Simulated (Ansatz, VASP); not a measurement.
# B: VASP beside Ansatz

Contents of INCAR:

```
PREC = Accurate
ENCUT = 520
EDIFF = 1E-6
ISMEAR = 0
SIGMA = 0.1
LREAL = F
LASPH = T
NELM = 100
ALGO = Normal
ISIF = 2
LWAVE = F
LCHARG = F
GGA = PE
NBANDS = 22
```

Contents of KPOINTS:

```
regular mesh
0
Gamma
  6 6 2
```

The input POSCAR:

```
B
1.0
    1.8814438100     -1.8145862600      0.0000000000
    1.8814438100      1.8145862600      0.0000000000
   -1.6845018500      0.0000000000      8.0604545800
B
8
Direct
    0.0000000000      0.0000000000      0.5000000000
    0.0000000000      0.0000000000      0.0000000000
    0.4460488400      0.1080912900      0.3724691100
    0.8919087100      0.5539511600      0.1275308900
    0.5539511600      0.8919087100      0.6275308900
    0.1080912900      0.4460488400      0.8724691100
    0.5644744200      0.4355255800      0.7500000000
    0.4355255800      0.5644744200      0.2500000000
```

Input for Ansatz:

```yaml
crystal:
  lattice:
    - [1.88144381, -1.81458626, 0.0]
    - [1.88144381, 1.81458626, 0.0]
    - [-1.68450185, 0.0, 8.06045458]
  atoms:
    - { symbol: B, position: [0.0, 0.0, 0.5] }
    - { symbol: B, position: [0.0, 0.0, 0.0] }
    - { symbol: B, position: [0.44604884, 0.10809129, 0.37246911] }
    - { symbol: B, position: [0.89190871, 0.55395116, 0.12753089] }
    - { symbol: B, position: [0.55395116, 0.89190871, 0.62753089] }
    - { symbol: B, position: [0.10809129, 0.44604884, 0.87246911] }
    - { symbol: B, position: [0.56447442, 0.43552558, 0.75] }
    - { symbol: B, position: [0.43552558, 0.56447442, 0.25] }
basis:
  ecutwfc: 420
kpoints:
  mp_grid: { grid: [6, 6, 2] }
hamiltonian:
  xc: pbe
scf:
  occupations: { method: gaussian, width: 0.1 }
  lower_state_search: "off"
output:
  forces: true
  stress: true
  eigenvalues: true
```

Alike in both runs: task single point; functional PBE; k mesh 6 × 6 × 2; occupations gaussian, width 0.1 eV; no spin polarisation.

|  | VASP | Ansatz |
| --- | --- | --- |
| version | VASP 6.6.1 | Ansatz 0.2.0 |
| potentials or method | VASP PAW PBE potentials, release 64 (B), cutoff 520 eV | scalar-relativistic, plane waves, PAW |
| valence electrons in the cell | 24 | 24 |

```csv
,VASP,Ansatz,Ansatz less VASP
gap on the k mesh at the Fermi level (eV),none,none,-
rms of the force components (eV/Å),1.222,1.217,-0.0044
```

Atom by atom the forces differ by 0.005 eV/Å (rms over components). A gap of «none» marks a metal or a gap that the smearing closes.

The k mesh is coarse, so the values compare programs but aren't converged.
